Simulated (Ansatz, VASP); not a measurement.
**Two plane-wave programs on CdSe**

The input INCAR:

```
  PREC = Accurate
  ENCUT = 520
  EDIFF = 1E-6
  ISMEAR = 0
  SIGMA = 0.1
  LREAL = F
  LASPH = T
  NELM = 100
  ALGO = Normal
  ISIF = 2
  LWAVE = F
  LCHARG = F
  GGA = PE
  NBANDS = 26
```

Contents of KPOINTS:

```
regular mesh
0
Gamma
  4 4 4
```

Contents of POSCAR:

```
CdSe
1.0
    4.5805458200      0.0000000000      0.0000000000
    0.0000000000      4.5805458200      0.0000000000
    0.0000000000      0.0000000000      6.4778700200
Cd Se
2 2
Direct
    0.0000000000      0.5000000000      0.0000000000
    0.5000000000      0.0000000000      0.5000000000
    0.5000000000      0.5000000000      0.2500000000
    0.5000000000      0.5000000000      0.7500000000
```

Input for Ansatz:

```yaml
crystal:
  lattice:
    - [4.58054582, 0.0, 0.0]
    - [0.0, 4.58054582, 0.0]
    - [0.0, 0.0, 6.47787002]
  atoms:
    - { symbol: Cd, position: [0.0, 0.5, 0.0] }
    - { symbol: Cd, position: [0.5, 0.0, 0.5] }
    - { symbol: Se, position: [0.5, 0.5, 0.25] }
    - { symbol: Se, position: [0.5, 0.5, 0.75] }
basis:
  ecutwfc: 420
kpoints:
  mp_grid: { grid: [4, 4, 4] }
hamiltonian:
  xc: pbe
scf:
  occupations: { method: gaussian, width: 0.1 }
  lower_state_search: "off"
output:
  forces: true
  stress: true
  eigenvalues: true
```

Change from the starting cell: ordered vacancies on the anion sites of fluorite (P4_2/mmc, No. 131).

Alike in both runs: task single point; functional PBE; k mesh 4 × 4 × 4; occupations gaussian, width 0.1 eV; no spin polarisation.

```csv
,VASP,Ansatz
version,VASP 6.6.1,Ansatz 0.2.0
potentials or method,"VASP PAW PBE potentials, release 64 (Cd, Se), cutoff 520 eV","scalar-relativistic, plane waves, PAW"
valence electrons in the cell,36,72
```

|  | VASP | Ansatz | Ansatz less VASP |
| --- | --- | --- | --- |
| gap on the k mesh at the Fermi level (eV) | none | none | - |
| pressure (GPa) | -0.1 | -0.3 | -0.16 |
| traceless stress, the component that is largest in VASP (GPa) | 4.32 | 4.36 | +0.035 |

A gap of «none» marks a metal or a gap that the smearing closes. The functional is the same, so the differences come from potentials, cutoffs and numerics. VASP's potentials hold 36 valence electrons a cell and Ansatz's 72, so a difference there can come from the potentials and not from the codes.
